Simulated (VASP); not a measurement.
Wanted: the native input for a VASP 6.6.1 run.

| Property | Result |
| --- | --- |
| Task | single point |
| Functional | PBEsol |
| Potentials or basis | VASP PAW PBE potentials, release 64 (Al, Cu) |
| Cutoff | 520 eV |
| k mesh | 10 × 10 × 10 |
| Occupations | gaussian, width 0.1 eV |
| Spin | no spin polarisation |
| Dipole correction | no |
| Further INCAR settings | ALGO = Fast; EDIFF = 1e-06; NBANDS = 26 |

The structure of Al2Cu lies in POSCAR:

```
Al2Cu
1.0
   -3.0060096648      3.0060096648      2.4222756467
    3.0060096648     -3.0060096648      2.4222756467
    3.0060096648      3.0060096648     -2.4222756467
Al Cu
4 2
Direct
    0.8406606827      0.6593393173      0.5000000000
    0.6593393173      0.1593393173      0.8186786346
    0.3406606827      0.8406606827      0.1813213654
    0.1593393173      0.3406606827      0.5000000000
    0.2500000000      0.2500000000      0.0000000000
    0.7500000000      0.7500000000      0.0000000000
```

The input as run:

INCAR

```
PREC = Accurate ; ENCUT = 520
EDIFF = 1E-6 ; ISMEAR = 0
SIGMA = 0.1 ; LREAL = False
LASPH = True ; NELM = 100
ALGO = Fast ; ISIF = 2
LWAVE = False ; LCHARG = False
GGA = PS ; NBANDS = 26
```

KPOINTS

```
regular mesh
0
Gamma
  10 10 10
```

Potentials or basis: VASP PAW PBE potentials, release 64 (Al, Cu).

Run with:

```console
$ cat potpaw_PBE.64/Al/POTCAR potpaw_PBE.64/Cu/POTCAR > POTCAR
$ mpirun -np 1 vasp_std > vasp.out
```

It gave:

```yaml
Pressure: -0.8 GPa
Largest_force: 0.007 eV/Å
Band_gap_on_the_k_mesh: zero (bands 17 and 18 overlap by 4.38 eV)
```

Caveat: the PAW data sets were made with another functional, which shifts forces and pressure a little.

Run time: 2.3 min on 1 thread of Intel(R) Xeon(R) Platinum 8559C (Emerald Rapids), on a shared host, peak memory 0.33 GiB.
